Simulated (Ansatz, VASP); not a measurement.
One calculation of Ru, two programs

Contents of INCAR:

```
SYSTEM = Ru
ALGO = Normal
EDIFF = 1E-7
ENCUT = 520
GGA = PS
ISIF = 2
ISMEAR = -1
LASPH = .TRUE.
LCHARG = .FALSE.
LREAL = .FALSE.
LWAVE = .FALSE.
NBANDS = 21
NELM = 60
PREC = Accurate
SIGMA = 0.03
```

File KPOINTS:

```
k-points
0
G
  14 14 8
  0 0 0
```

The input POSCAR:

```
Ru
1.0
    2.6876390600      0.0000000000      0.0000000000
   -1.3438195300      2.3275637022      0.0000000000
    0.0000000000      0.0000000000      4.2531615502
Ru
2
Direct
    0.3333333333      0.6666666667      0.2500000000
    0.6666666667      0.3333333333      0.7500000000
```

Input for Ansatz:

```yaml
crystal:
  lattice:
    - [2.68763906, 0.0, 0.0]
    - [-1.34381953, 2.3275637022, 0.0]
    - [0.0, 0.0, 4.2531615502]
  atoms:
    - { symbol: Ru, position: [0.3333333333, 0.6666666667, 0.25] }
    - { symbol: Ru, position: [0.6666666667, 0.3333333333, 0.75] }
kpoints:
  mp_grid: { grid: [14, 14, 8] }
  band_path:
    path:
      - [0.0, 0.0, 0.0]
      - [0.5, 0.0, 0.0]
      - [0.3333333333, 0.3333333333, 0.0]
      - [0.0, 0.0, 0.0]
      - [0.0, 0.0, 0.5]
      - [0.5, 0.0, 0.5]
      - [0.3333333333, 0.3333333333, 0.5]
      - [0.0, 0.0, 0.5]
      - [0.5, 0.0, 0.5]
    npoints: 5
scf:
  occupations: { method: fermi_dirac, width: 0.03 }
hamiltonian:
  xc: pbesol
  pseudopotentials: { kind: all_electron, lapw: { basis_error: 0.0005 } }
output:
  forces: true
  stress: true
  eigenvalues: true
```

Change from the starting cell: volume scaled by 0.98.

Alike in both runs: task single point; functional PBEsol; k mesh 14 × 14 × 8; occupations fermi-dirac, width 0.03 eV; no spin polarisation.

```csv
,VASP,Ansatz
version,VASP 6.6.1,Ansatz 0.2.0
potentials or method,"VASP PAW PBE potentials, release 64 (Ru_pv), cutoff 520 eV","all-electron LAPW, scalar-relativistic"
```

```tsv
	VASP	Ansatz	Ansatz less VASP
pressure (GPa)	0.4	0.5	+0.05
traceless stress, the component that is largest in VASP (GPa)	-1.14	-1.18	-0.040
```

VASP's potentials were made for PBE, not for PBEsol. Ansatz ran all-electron here, and VASP with PAW potentials.
